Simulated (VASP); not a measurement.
Wanted: the native input for a VASP 6.6.1 run.

```
Task                               : single point
Functional                         : HSE06
Potentials or basis                : VASP PAW PBE potentials, release 64 (Tl_d, Br)
Cutoff                             : 400 eV
k mesh                             : 4 × 4 × 4
Occupations                        : gaussian, width 0.01 eV
Spin                               : no spin polarisation
Dipole correction                  : no
Grid for exact exchange (PRECFOCK) : Normal
Further INCAR settings             : ALGO = Normal; EDIFF = 1e-06; NBANDS = 17
Share of exact exchange            : 0.25
Screening parameter                : 0.2079 1/Å
```

Crystal: TlBr.

```
Tl Br
1.0
     3.94619    0.00000    0.00000
     0.00000    3.94619    0.00000
     0.00000    0.00000    3.94619
Tl Br
1 1
Direct
  0.00000 0.00000 0.00000
  0.50000 0.50000 0.50000
```

These files were run (other wordings do the same):

POSCAR

```
TlBr
1.0
    3.9461936984      0.0000000000      0.0000000000
    0.0000000000      3.9461936984      0.0000000000
    0.0000000000      0.0000000000      3.9461936984
Tl Br
1 1
Direct
    0.0000000000      0.0000000000      0.0000000000
    0.5000000000      0.5000000000      0.5000000000
```

INCAR.step1

```
PREC = Accurate
ENCUT = 400
EDIFF = 1E-5
ISMEAR = 0
SIGMA = 0.01
LREAL = False
LASPH = True
NELM = 120
ALGO = Normal
ISIF = 2
LWAVE = True
LCHARG = False
GGA = PE
NBANDS = 17
GGA_COMPAT = False
```

INCAR.step2

```
PREC = Accurate
ENCUT = 400
EDIFF = 1E-6
ISMEAR = 0
SIGMA = 0.01
LREAL = False
LASPH = True
NELM = 120
ALGO = Normal
ISIF = 2
LWAVE = False
LCHARG = False
GGA = PE
LHFCALC = True
HFSCREEN = 0.2079
PRECFOCK = Normal
ISTART = 1
NBANDS = 17
GGA_COMPAT = False
```

KPOINTS

```
Automatic mesh
0
Gamma
  4 4 4
```

Potentials or basis: VASP PAW PBE potentials, release 64 (Tl_d, Br).

Run with:

```console
$ cat potpaw_PBE.64/Tl_d/POTCAR potpaw_PBE.64/Br/POTCAR > POTCAR
$ cp INCAR.step1 INCAR
$ mpirun -np 1 vasp_std > vasp.out
$ cp INCAR.step2 INCAR
$ mpirun -np 1 vasp_std > vasp.out
```

Results of the run:

| Quantity | Value |
| --- | --- |
| Pressure | 1.6 GPa |
| Band gap on the k mesh | 2.47 eV |

Caveat: the PAW data sets were made with another functional, which shifts forces and pressure a little; spin-orbit coupling is left out, which moves the levels of the heavy elements.

Run time: 4.7 min on 1 thread of Intel(R) Xeon(R) Platinum 8488C (Sapphire Rapids) (shared host), peak memory 0.26 GiB.
